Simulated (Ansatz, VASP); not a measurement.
**TlO2 in VASP and in Ansatz**

```xyz
6
Lattice="0.0000 3.4569 3.4569 3.4569 0.0000 3.4569 3.4569 3.4569 0.0000" Properties=species:S:1:pos:R:3 pbc="T T T"
Tl    0.0000    0.0000    0.0000
Tl    1.7285    1.7285    1.7285
O     4.3211    4.3211    4.3211
O     4.3211    2.5927    2.5927
O     2.5927    2.5927    4.3211
O     2.5927    4.3211    2.5927
```

Alike in both runs: functional PBE; k mesh 4 × 4 × 4; occupations gaussian, width 0.1 eV; no spin polarisation.

Ansatz relaxed the structure, and its values are those at the end. VASP's run is a single point on that final structure, the one shown.

```csv
,VASP,Ansatz
version,VASP 6.6.1,Ansatz 0.2.0
potentials or method,"VASP PAW PBE potentials, release 64 (Tl_d, O), cutoff 520 eV","scalar-relativistic, plane waves, PAW"
valence electrons in the cell,50,50
```

|  | VASP | Ansatz | Ansatz less VASP |
| --- | --- | --- | --- |
| gap on the k mesh at the Fermi level (eV) | none | none | - |
| pressure (GPa) | -0.1 | -0.1 | +0.06 |

A gap of «none» marks a metal or a gap that the smearing closes.

The k mesh is coarse, so the values compare programs but aren't converged. Spin-orbit coupling is off throughout.
